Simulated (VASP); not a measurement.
A run of VASP 6.6.1 is set up as follows.

The input INCAR:

```
SYSTEM = PbS
ALGO     = Normal         ! electronic algorithm
EDIFF    = 1E-6           ! SCF threshold, eV
ENCUT    = 500            ! plane-wave cutoff, eV
GGA      = PE             ! functional
GGA_COMPAT= .False.      
ISIF     = 2              ! what is computed and relaxed
ISMEAR   = -1             ! smearing method
ISYM     = 0            
LASPH    = .True.         ! aspherical terms in the spheres
LCHARG   = .True.         ! write CHGCAR
LELF     = .True.         ! ELF
LREAL    = .False.        ! projectors in reciprocal space
LVHAR    = .True.       
LWAVE    = .False.        ! write WAVECAR
NBANDS   = 17             ! bands
NELM     = 120            ! most SCF steps
PREC     = Accurate       ! precision mode
SIGMA    = 0.1            ! smearing width, eV
```

The input KPOINTS:

```
k-points
0
Gamma
  5 1 1
  0 0 0
```

The input POSCAR:

```
PbS
1.0
    2.1126617058      1.2197458045      3.4519162518
   -2.1126617058      1.2197458045      3.4519162518
    0.0000000000     -2.4394916091      3.4519162518
Pb S
1 1
Direct
    0.9805657800      0.9805657800      0.9805657800
    0.4750355500      0.4750355500      0.4750355500
```

Potentials or basis: VASP PAW PBE potentials, release 64 (Pb_d, S).

Command:

```sh
$ cat potpaw_PBE.64/Pb_d/POTCAR potpaw_PBE.64/S/POTCAR > POTCAR
$ mpirun -np 1 vasp_std > vasp.out
```

(1) What does it give for the pressure?

(2) What does it give for the largest force?

Results:

(1) 20.1 GPa.

(2) 0.336 eV/Å.

Caveat: the k points lie up to 1.82 Å⁻¹ apart.
